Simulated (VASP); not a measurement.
Hf, 2 atoms in the cell. Symmetry: P6_3/mmc, No. 194, hexagonal system. The conventional cell has a = 3.236 Å, b = 3.236 Å, c = 5.119 Å, α = 90.00°, β = 90.00°, γ = 120.00°. Hf (site symmetry -6m2) has 12 Hf at 3.17 to 3.24 Å within 4.2 Å. 

```yaml
Program: VASP 6.6.1
Task: relaxation of shape and atoms at fixed volume
Functional: PBE
Potentials_or_basis: VASP PAW PBE potentials, release 64 (Hf_pv)
Cutoff: 600 eV
k_mesh: 18 × 18 × 8
Occupations: gaussian, width 0.1 eV
Spin: no spin polarisation
Dipole_correction: no
Further_INCAR_settings: ALGO = Fast; EDIFF = 1e-06; IBRION = 2; EDIFFG = -0.01; NSW = 50; ISIF = 4
```

Potentials or basis: VASP PAW PBE potentials, release 64 (Hf_pv).

Launch:

```sh
$ cat potpaw_PBE.64/Hf_pv/POTCAR > POTCAR
$ mpirun -np 1 vasp_std > vasp.out
```

Hardware: 1 thread of Intel Xeon 8259CL, on a shared host.

**Question.** How long does it take, and how much memory?

**Answer.** Wall time 4.4 min on 1 thread of Intel Xeon 8259CL (shared host), peak memory 0.28 GiB. Counts: scf iterations 20, k points 185, ion steps 2.
